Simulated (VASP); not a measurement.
Input of a VASP 6.6.1 run:

Contents of INCAR:

```
SYSTEM = Ta8HN8
  PREC = Accurate
  ENCUT = 520
  EDIFF = 1E-6
  ISMEAR = 0
  SIGMA = 0.1
  LREAL = Auto
  LASPH = .TRUE.
  NELM = 60
  ALGO = Fast
  ISIF = 2
  LWAVE = .FALSE.
  LCHARG = .TRUE.
  GGA = PE
  LELF = .TRUE.
  LVHAR = .TRUE.
  NBANDS = 78
```

File KPOINTS:

```
Automatic mesh
0
Gamma
  4 5 5
  0.5 0 0
```

File POSCAR:

```
Ta8HN8
1.0
    0.0000000000      0.0000000000      5.7955432028
   -2.9501846797     -5.1098697569      0.0000000000
    5.9003693593      0.0000000000      0.0000000000
Ta N H
8 8 1
Direct
    0.2499839876      0.1666476917      0.8333468920
    0.7499849191      0.1666835048      0.8333400543
    0.2500186694      0.1657351440      0.3329009021
    0.7500242597      0.1767786740      0.3383950418
    0.2500148734      0.6670825603      0.8342334945
    0.7500204636      0.6616184288      0.8232155068
    0.2499829523      0.6670641645      0.3329111042
    0.7499850916      0.6616151019      0.3383963979
    0.0024967461      0.0019235324      0.5038946877
    0.4974967659      0.0019151173      0.5038831925
    0.0024981265      0.0019368400     -0.0019412284
    0.4974900366      0.0019495605     -0.0019577481
   -0.0012316361      0.4999831936      0.5000001827
    0.5012581044      0.4999788882      0.4999998943
    0.0024960559      0.4961102965     -0.0019353032
    0.4974965933      0.4961236040     -0.0019266157
    0.7499247004      0.8333404182      0.1666663686
```

Potentials or basis: VASP PAW PBE potentials, release 64 (Ta_pv, N, H).

Command:

```sh
$ cat potpaw_PBE.64/Ta_pv/POTCAR potpaw_PBE.64/N/POTCAR potpaw_PBE.64/H/POTCAR > POTCAR
$ mpirun -np 1 vasp_std > vasp.out
```

(1) Estimate the largest force.

(2) What does it give for the band gap on the k mesh?

(3) Predict the pressure.

Results:

(1) 0.013 eV/Å.

(2) zero (an odd number of electrons rules out a gap without spin polarisation).

(3) 5.8 GPa.

Caveat: spin-orbit coupling is left out, which moves the levels of the heavy elements; an odd number of electrons without spin polarisation forces a metal; a magnetic or distorted state may lie lower.
